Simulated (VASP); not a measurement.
LaBi, 2 atoms in the cell. Symmetry: Fm-3m, No. 225, cubic system. The conventional cell has a = 6.565 Å, b = 6.565 Å, c = 6.565 Å, α = 90.00°, β = 90.00°, γ = 90.00°. Within 4.3 Å of La (site symmetry m-3m) lie 6 Bi at 3.28 Å. Bi (site symmetry m-3m) has 6 La at 3.28 Å within 4.3 Å. 

* Program: VASP 6.6.1
* Task: relaxation of cell and atoms
* Functional: LDA
* Potentials or basis: VASP PAW LDA potentials, release 64 (La, Bi_d)
* Cutoff: 600 eV
* k mesh: 9 × 9 × 9
* Occupations: fermi-dirac, width 0.05 eV
* Spin: no spin polarisation
* Target pressure: 20 GPa
* Dipole correction: no
* Further INCAR settings: ALGO = Normal; EDIFF = 1e-06; IBRION = 2; EDIFFG = -0.05; NSW = 80; ISIF = 3

Potentials or basis: VASP PAW LDA potentials, release 64 (La, Bi_d).

Launch:

```console
$ cat potpaw_LDA.64/La/POTCAR potpaw_LDA.64/Bi_d/POTCAR > POTCAR
$ mpirun -np 1 vasp_std > vasp.out
```

Hardware: 1 thread of Intel(R) Xeon(R) 6975P-C (Granite Rapids), on a shared host.

Question: How long does it take, and how much memory?

Answer: Run time: 2.3 min on 1 thread of Intel(R) Xeon(R) 6975P-C (Granite Rapids), on a shared host, peak memory 0.27 GiB. Counts: scf iterations 56, k points 35, ion steps 5.
